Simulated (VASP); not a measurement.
A run of VASP 6.6.1:

The input POSCAR:

```
Cr
1.0
    1.9810878758      0.0000000000      0.0000000000
   -0.9905439379      1.7156724276      0.0000000000
    0.0000000000      0.0000000000      3.1583903681
Cr
2
Direct
    0.3333333333      0.6666666667      0.2500000000
    0.6666666667      0.3333333333      0.7500000000
```

The input INCAR.step1:

```
SYSTEM = Cr
PREC = Accurate
ENCUT = 520
EDIFF = 1E-7
ISMEAR = -1
SIGMA = 0.1
LREAL = .False.
LASPH = .True.
NELM = 60
ALGO = Normal
ISIF = 2
LWAVE = .False.
LCHARG = .True.
LMAXMIX = 4
GGA = PE
NBANDS = 19
```

The input KPOINTS.step1:

```
regular mesh
0
Gamma
  17 17 9
  0 0 0
```

File INCAR.step2:

```
SYSTEM = Cr
PREC = Accurate
ENCUT = 520
EDIFF = 1E-7
ISMEAR = -5
SIGMA = 0.1
LREAL = .False.
LASPH = .True.
NELM = 60
ALGO = Normal
ISIF = 2
LWAVE = .False.
LCHARG = .False.
LMAXMIX = 4
GGA = PE
LORBIT = 10
NBANDS = 19
NEDOS = 2001
ICHARG = 11
```

File KPOINTS.step2:

```
regular mesh
0
Gamma
  26 26 14
  0 0 0
```

Potentials or basis: VASP PAW PBE potentials, release 64 (Cr_pv).

Run with:

```sh
$ cat potpaw_PBE.64/Cr_pv/POTCAR > POTCAR
$ cp INCAR.step1 INCAR
$ cp KPOINTS.step1 KPOINTS
$ mpirun -np 1 vasp_std > vasp.out
$ cp INCAR.step2 INCAR
$ cp KPOINTS.step2 KPOINTS
$ mpirun -np 1 vasp_std > vasp.out
```

Hardware: 1 thread of Intel(R) Xeon(R) 6975P-C (Granite Rapids), with other jobs on the host.

How long does it take, and how much memory?

It took 42 s on 1 thread of Intel(R) Xeon(R) 6975P-C (Granite Rapids) (shared host), peak memory 0.22 GiB. Counts: k points 560.
